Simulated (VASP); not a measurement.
# GaN in VASP: single point with r2SCAN

Aim: the single point of GaN with r2SCAN.

Everything below comes from runs of VASP 6.6.1. Logs are shortened: lines on timing, memory, paths and dates and some standing lists are left out, and cuts for length are marked.

### Step 1. The cell of the first run

The typed cell holds 4 atoms: a = 3.219 Å, b = 3.219 Å, c = 5.244 Å, α = 90.00°, β = 90.00°, γ = 120.00°.

### Step 2. Single point, r2SCAN

Contents of POSCAR:

```
GaN
1.0
    3.2186213444      0.0000000003      0.0000000000
   -1.6093106744      2.7874078503      0.0000000000
    0.0000000000      0.0000000000      5.2435339950
Ga N
2 2
Direct
    0.6686631883      0.3312146125      0.4986561764
    0.3312146125      0.6686631883      0.9986561764
    0.6652205912      0.3349016080      0.8763438236
    0.3349016080      0.6652205912      0.3763438236
```

Contents of INCAR.step1:

```
SYSTEM = GaN
PREC = Accurate
ENCUT = 770
ISMEAR = -1
SIGMA = 0.01
LREAL = .False.
LASPH = .True.
NELM = 120
NBANDS = 26
GGA = PE
ALGO = Normal
EDIFF = 1E-5
LWAVE = .True.
LCHARG = .False.
GGA_COMPAT = .False.
ISYM = -1
```

Contents of INCAR.step2:

```
SYSTEM = GaN
PREC = Accurate
ENCUT = 770
EDIFF = 1E-6
ISMEAR = -1
SIGMA = 0.01
LREAL = .False.
LASPH = .True.
NELM = 120
ALGO = Normal
ISIF = 2
LWAVE = .False.
LCHARG = .True.
METAGGA = R2SCAN
LMIXTAU = .True.
LELF = .True.
LVHAR = .True.
NBANDS = 26
ISTART = 1
GGA_COMPAT = .False.
ISYM = -1
```

Contents of KPOINTS:

```
explicit points
8
Reciprocal
  0.12500000   0.12500000   0.12500000 1
  0.12500000   0.12500000   0.62500000 1
  0.12500000   0.62500000   0.12500000 1
  0.12500000   0.62500000   0.62500000 1
  0.62500000   0.12500000   0.12500000 1
  0.62500000   0.12500000   0.62500000 1
  0.62500000   0.62500000   0.12500000 1
  0.62500000   0.62500000   0.62500000 1
```

Potentials or basis: VASP PAW PBE potentials, release 64 (Ga_d, N).

Launch:

```bash
$ cat potpaw_PBE.64/Ga_d/POTCAR potpaw_PBE.64/N/POTCAR > POTCAR
$ cp INCAR.step1 INCAR
$ mpirun -np 1 vasp_std > vasp.out
$ cp INCAR.step2 INCAR
$ mpirun -np 1 vasp_std > vasp.out
```

OUTCAR:

```text
SYSTEM = GaN
   PREC = Accurate
   ENCUT = 770
   EDIFF = 1E-6
   ISMEAR = -1
   LREAL = .False.
   LASPH = .True.
   NELM = 120
   ISIF = 2
   METAGGA = R2SCAN
   ISTART = 1
   ISYM = -1

 ion  position               nearest neighbor table
   1  0.669  0.331  0.499-   4 1.96   4 1.96   4 1.97   3 1.98
   2  0.331  0.669  0.999-   3 1.96   3 1.96   3 1.97   4 1.98
   3  0.665  0.335  0.876-   2 1.96   2 1.96   2 1.97   1 1.98
   4  0.335  0.665  0.376-   1 1.96   1 1.96   1 1.97   2 1.98

IMPORTANT INFORMATION: All symmetrisations will be switched off!
NOSYMM: (Re-)initialisation of all symmetry stuff for point group C_1.

----------------------------------------------------------------------------------------

                                     Primitive cell

  volume of cell :      47.0429

  direct lattice vectors                    reciprocal lattice vectors
     3.218621344  0.000000000  0.000000000     0.310692030  0.179378127  0.000000000
    -1.609310674  2.787407850  0.000000000    -0.000000000  0.358756254  0.000000000
     0.000000000  0.000000000  5.243533995     0.000000000  0.000000000  0.190711074

  length of vectors
     3.218621344  3.218621346  5.243533995     0.358756255  0.358756254  0.190711074

  position of ions in fractional coordinates (direct lattice)
     0.668663188  0.331214612  0.498656176
     0.331214612  0.668663188  0.998656176
     0.665220591  0.334901608  0.876343824
     0.334901608  0.665220591  0.376343824

  ion indices of the primitive-cell ions
   primitive index   ion index
                 1           1
                 2           2
                 3           3
                 4           4

----------------------------------------------------------------------------------------

 KPOINTS: explicit points

Read explicit list of k-points.

 Found      8 k-points:

 Following reciprocal coordinates:
            Coordinates               Weight
  0.125000  0.125000  0.125000      0.125000
  0.125000  0.125000  0.625000      0.125000
  0.125000  0.625000  0.125000      0.125000
  0.125000  0.625000  0.625000      0.125000
  0.625000  0.125000  0.125000      0.125000
  0.625000  0.125000  0.625000      0.125000
  0.625000  0.625000  0.125000      0.125000
  0.625000  0.625000  0.625000      0.125000
   k-points           NKPTS =      8   k-points in BZ     NKDIM =      8   number of bands    NBANDS=     26
   number of dos      NEDOS =    301   number of ions     NIONS =      4
   total plane-waves  NPLWV =  43200
   dimension x,y,z NGX =    30 NGY =   30 NGZ =   48
   dimension x,y,z NGXF=    60 NGYF=   60 NGZF=   96
   ions per type =               2   2
   NGX,Y,Z   is equivalent  to a cutoff of  15.50, 15.50, 15.22 a.u.
   NGXF,Y,Z  is equivalent  to a cutoff of  30.99, 30.99, 30.44 a.u.
 SYSTEM =  GaN
   PREC   = accura    normal or accurate (medium, high low for compatibility)
   ISTART =      1    job   : 0-new  1-cont  2-samecut
   ICHARG =      0    charge: 1-file 2-atom 10-const
   ISPIN  =      1    spin polarized calculation?
   LNONCOLLINEAR =      F non collinear calculations
   LSORBIT =      F    spin-orbit coupling
   LASPH  =      T    aspherical Exc in radial PAW
   ENCUT  =  770.0 eV  56.59 Ry    7.52 a.u.   7.28  7.28 11.86*2*pi/ulx,y,z
   NELM   =    120;   NELMIN=  2; NELMDL=  0     # of ELM steps
   EDIFF  = 0.1E-05   stopping-criterion for ELM
   LREAL  =      F    real-space projection
   EDIFFG = 0.1E-04   stopping-criterion for IOM
   NSW    =      0    number of steps for IOM
   IBRION =     -1    ionic relax: 0-MD 1-quasi-New 2-CG
   NFREE  =      0    steps in history (QN), initial steepest desc. (CG)
   ISIF   =      2    stress and relaxation
   ISYM   =     -1    0-nonsym 1-usesym 2-fastsym
   POTIM  = 0.5000    time-step for ionic-motion
   TEBEG  =    0.0;   TEEND  =   0.0 temperature during run
   PSTRESS=    0.0 pullay stress
   NELECT =      36.0000    total number of electrons
   NUPDOWN=      -1.0000    fix difference up-down
   EMIN   =  10.00;   EMAX   =-10.00  energy-range for DOS
   EFERMI =   0.00;   METHOD = LEGACY
   ISMEAR =    -1;   SIGMA  =   0.01  broadening in eV -4-tet -1-fermi 0-gaus
   EFERMI_NEDOS =   21; number of points for ismear=-14 and -15
   IALGO  =     38    algorithm
   IMIX   =      4    mixing-type and parameters
     AMIX     =   0.40;   BMIX     =  1.00
     AMIX_MAG =   1.60;   BMIX_MAG =  1.00
  volume/ion in A,a.u.               =      11.76        79.37
  Fermi-wavevector in a.u.,A,eV,Ry     =   1.497422  2.829717 30.507965  2.242272
  Thomas-Fermi vector in A             =   2.609312
   LORBIT       =      0    0 simple, 1 ext, 2 COOP (PROOUT), +10 PAW based schemes
   METAGGA = R2SCAN    functional components
   LHFCALC =     F    Hartree Fock is set to
   AEXX    =    0.0000 exact exchange contribution
   IVDW    =     0    specifies the selected vdW correction
   LEPSILON=     F    determine dielectric tensor
   LRPA    =     F    only Hartree local field effects (RPA)
 non-spin polarized calculation
  energy-cutoff  :      770.00
  volume of cell :       47.04
 maximum number of plane-waves:      2291
 NGX is ok and might be reduce to    30
   NGX = 15   NGY = 15   NGZ = 23

 number of electron      36.0000004 magnetization

 Free energy of the ion-electron system (eV)
  ---------------------------------------------------
  ext. energy  EPLUGINS =         0.00000000
  ---------------------------------------------------
  free energy    TOTEN  =       -44.29179240 eV

  energy without entropy =      -44.29179240  energy(sigma->0) =      -44.29179240

 E-fermi :   4.3968     XC(G=0): -12.4827

 val. band max:        4.1320065186   @ k =   0.1250   0.1250   0.1250
 cond. band min:       9.1179723870   @ k =   0.1250   0.1250   0.1250
 fundamental gap:      4.9859658684
 Fermi energy:         4.3968017933

 k-point     1 :       0.1250    0.1250    0.1250
  band No.  band energies     occupation
      1     -11.4312      2.00000
      2     -10.8447      2.00000
      3      -9.0016      2.00000
      4      -8.9967      2.00000
      5      -8.9364      2.00000
      6      -8.9280      2.00000
[... 18 lines left out ...]
     25      16.2751      0.00000
     26      17.7296      0.00000

 k-point     2 :       0.1250    0.1250    0.6250
  band No.  band energies     occupation
      1     -11.2062      2.00000
      2     -10.9582      2.00000
      3      -8.9876      2.00000
      4      -8.9761      2.00000
      5      -8.9579      2.00000
      6      -8.9465      2.00000
[... 18 lines left out ...]
     25      16.4123      0.00000
     26      16.9823      0.00000

 k-point     3 :       0.1250    0.6250    0.1250
  band No.  band energies     occupation
      1     -11.1197      2.00000
      2     -10.7784      2.00000
      3      -8.9844      2.00000
      4      -8.9657      2.00000
      5      -8.8931      2.00000
      6      -8.8634      2.00000
[... 18 lines left out ...]
     25      16.3419      0.00000
     26      18.5038      0.00000

 k-point     4 :       0.1250    0.6250    0.6250
  band No.  band energies     occupation
      1     -10.9755      2.00000
      2     -10.8336      2.00000
      3      -8.9674      2.00000
      4      -8.9449      2.00000
      5      -8.9285      2.00000
      6      -8.8926      2.00000
[... 18 lines left out ...]
     25      16.8030      0.00000
     26      17.7050      0.00000

 k-point     5 :       0.6250    0.1250    0.1250
  band No.  band energies     occupation
      1     -11.1197      2.00000
      2     -10.7784      2.00000
      3      -8.9844      2.00000
      4      -8.9657      2.00000
      5      -8.8931      2.00000
      6      -8.8634      2.00000
[... 18 lines left out ...]
     25      16.3419      0.00000
     26      18.5039      0.00000

 k-point     6 :       0.6250    0.1250    0.6250
  band No.  band energies     occupation
      1     -10.9755      2.00000
      2     -10.8336      2.00000
      3      -8.9674      2.00000
      4      -8.9449      2.00000
      5      -8.9285      2.00000
      6      -8.8926      2.00000
[... 18 lines left out ...]
     25      16.8030      0.00000
     26      17.7050      0.00000

 k-point     7 :       0.6250    0.6250    0.1250
  band No.  band energies     occupation
      1     -10.8300      2.00000
      2     -10.7657      2.00000
      3      -9.0145      2.00000
      4      -8.8963      2.00000
      5      -8.8390      2.00000
      6      -8.8227      2.00000
[... 18 lines left out ...]
     25      17.9653      0.00000
     26      18.0132      0.00000

 k-point     8 :       0.6250    0.6250    0.6250
  band No.  band energies     occupation
      1     -10.7812      2.00000
      2     -10.7546      2.00000
      3      -8.9484      2.00000
      4      -8.9233      2.00000
      5      -8.9037      2.00000
      6      -8.8591      2.00000
[... 18 lines left out ...]
     25      18.1656      0.00000
     26      18.6660      0.00000

------------------------ aborting loop because EDIFF is reached ----------------------------------------

  FORCE on cell =-STRESS in cart. coord.  units (eV):
  Direction    XX          YY          ZZ          XY          YZ          ZX
  --------------------------------------------------------------------------------------
  -------------------------------------------------------------------------------------
  Total       -1.6058368     -2.3876491     -1.2182688     -0.6770652      0.0100825      0.0058221
  in kB      -54.6912037    -81.3179813    -41.4915069    -23.0593257      0.3433871      0.1982873
  external PRESSURE =     -59.1668973 kB  Pullay stress =       0.0000000 kB

 VOLUME and BASIS-vectors are now :
 -----------------------------------------------------------------------------
  energy-cutoff  :      770.00
  volume of cell :       47.04
      direct lattice vectors                 reciprocal lattice vectors
     3.218621344  0.000000000  0.000000000     0.310692030  0.179378127  0.000000000
    -1.609310674  2.787407850  0.000000000    -0.000000000  0.358756254  0.000000000
     0.000000000  0.000000000  5.243533995     0.000000000  0.000000000  0.190711074

 POSITION                                       TOTAL-FORCE (eV/Angst)
 -----------------------------------------------------------------------------------
      1.61915      0.92323      2.61472        -0.004383      0.002596     -0.008587
     -0.01003      1.86384      5.23649         0.004440     -0.002496     -0.008582
      1.60213      0.93351      4.59514        -0.001328      0.000703      0.008593
      0.00737      1.85424      1.97337         0.001272     -0.000802      0.008576
 -----------------------------------------------------------------------------------
    total drift:                                0.000107      0.000175     -0.016972

  FREE ENERGIE OF THE ION-ELECTRON SYSTEM (eV)
  ---------------------------------------------------
  free  energy   TOTEN  =       -44.2917923987 eV

  energy  without entropy=      -44.2917923987  energy(sigma->0) =      -44.29179240
```

Wall time 81 s (1 thread of Intel Xeon Platinum 8488C (Sapphire Rapids), shared host); peak memory 0.21 GiB.

What came out:

```yaml
Free_energy: -44.2918 eV
Pressure: -5.9 GPa
Largest_force: 0.010 eV/Å
Band_gap_on_the_k_mesh: 4.99 eV
```

Forces on the atoms (eV/Å):
```
Ga  -0.004  0.003 -0.009
Ga   0.004 -0.002 -0.009
N   -0.001  0.001  0.009
N    0.001 -0.001  0.009
```

Caveat: the cell stands under tension; the PAW data sets were made with another functional, which shifts forces and pressure a little; a shifted mesh leaves out Γ, where band edges can lie. A k mesh can miss the band edges.
